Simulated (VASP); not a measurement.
The system is Rh.

```
Rh
1.0
     4.26738    0.00000    0.00000
    -2.13369    3.69566    0.00000
     0.00000    0.00000    2.61590
Rh
3
Direct
  0.00000 0.00000 0.00000
  0.33333 0.66667 0.50000
  0.66667 0.33333 0.50000
```

| Quantity | Value |
| --- | --- |
| Program | VASP 6.6.1 |
| Task | relaxation of cell and atoms |
| Functional | revPBE |
| Potentials or basis | VASP PAW PBE potentials, release 64 (Rh_pv) |
| Cutoff | 600 eV |
| k mesh | 9 × 9 × 12 |
| Occupations | fermi-dirac, width 0.1 eV |
| Spin | no spin polarisation |

At the start: pressure 17.1 GPa; volume 13.75 Å³/atom.

Problem. Where does the relaxation end?

Solution. Over 10 steps the energy falls by 45.5 meV/atom and the volume is 14.66 Å³/atom (+6.6 %); space group P6/mmm (No. 191, to 0.05 Å).

The path:
```tsv
step	energy change (eV)	largest force (eV/Å)	pressure (GPa)	volume (Å³)
1	0.0000	0.0000	17.06	41.25
2	0.3845	0.0000	-21.57	50.63
3	-0.1361	0.0000	-0.68	44.13
4	-0.1364	0.0000	-0.09	44.01
5	-0.1364	0.0000	0.18	43.95
6	-0.1366	0.0000	0.18	43.96
7	-0.1366	0.0000	0.18	43.96
8	-0.1366	0.0000	0.18	43.96
9	-0.1365	0.0000	-0.23	44.05
10	-0.1366	0.0000	0.00	43.99
```

Final structure:
```yaml
crystal:
  lattice:
    - [4.35803, 0.00000, 0.00000]
    - [-2.17902, 3.77416, 0.00000]
    - [0.00000, 0.00000, 2.67462]
  atoms:
    - { symbol: Rh, position: [0.00000, 0.00000, 0.00000] }
    - { symbol: Rh, position: [0.33333, 0.66667, 0.50000] }
    - { symbol: Rh, position: [0.66667, 0.33333, 0.50000] }
```

Caveat: the PAW data sets were made with another functional, which shifts forces and pressure a little.
